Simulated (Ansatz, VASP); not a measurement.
**One calculation of Au, two programs**

The input INCAR:

```
SYSTEM = Au
ALGO     = Normal         ! electronic algorithm
EDIFF    = 1E-6           ! SCF threshold, eV
ENCUT    = 500            ! plane-wave cutoff, eV
GGA      = PE             ! functional
GGA_COMPAT= .False.      
ISIF     = 2              ! what is computed and relaxed
ISMEAR   = 1              ! smearing method
LASPH    = .True.         ! aspherical terms in the spheres
LCHARG   = .False.        ! write CHGCAR
LREAL    = .False.        ! projectors in reciprocal space
LWAVE    = .False.        ! write WAVECAR
NBANDS   = 12             ! bands
NELM     = 120            ! most SCF steps
PREC     = Accurate       ! precision mode
SIGMA    = 0.2            ! smearing width, eV
```

KPOINTS

```
k-points
0
Gamma
  18 18 18
  0 0 0
```

Contents of POSCAR:

```
Au
1.0
    0.0000000000      2.0578576871      2.0578576871
    2.0578576871      0.0000000000      2.0578576871
    2.0578576871      2.0578576871      0.0000000000
Au
1
Direct
    0.0000000000      0.0000000000      0.0000000000
```

Input for Ansatz:

```yaml
crystal:
  lattice:
    - [0.0, 2.0578576871, 2.0578576871]
    - [2.0578576871, 0.0, 2.0578576871]
    - [2.0578576871, 2.0578576871, 0.0]
  atoms:
    - { symbol: Au, position: [0.0, 0.0, 0.0] }
basis:
  ecutwfc: 420
kpoints:
  mp_grid: { grid: [18, 18, 18] }
hamiltonian:
  xc: pbe
scf:
  occupations: { method: methfessel_paxton, width: 0.2 }
output:
  forces: true
  stress: true
  eigenvalues: true
```

Alike in both runs: task single point; functional PBE; k mesh 18 × 18 × 18; occupations methfessel-paxton of order 1, width 0.2 eV; no spin polarisation.

|  | VASP | Ansatz |
| --- | --- | --- |
| version | VASP 6.6.1 | Ansatz 0.2.0 |
| potentials or method | VASP PAW PBE potentials, release 64 (Au), cutoff 500 eV | scalar-relativistic, plane waves, PAW |
| valence electrons in the cell | 11 | 19 |

```tsv
	VASP	Ansatz	Ansatz less VASP
gap on the k mesh at the Fermi level (eV)	none	none	-
pressure (GPa)	4.5	4.7	+0.27
```

A gap of «none» marks a metal or a gap that the smearing closes. With one functional, cell and mesh, what is left measures potentials, basis and numerics. VASP's potentials hold 11 valence electrons a cell and Ansatz's 19, so a difference there can come from the potentials and not from the codes.

Spin-orbit coupling is off throughout.
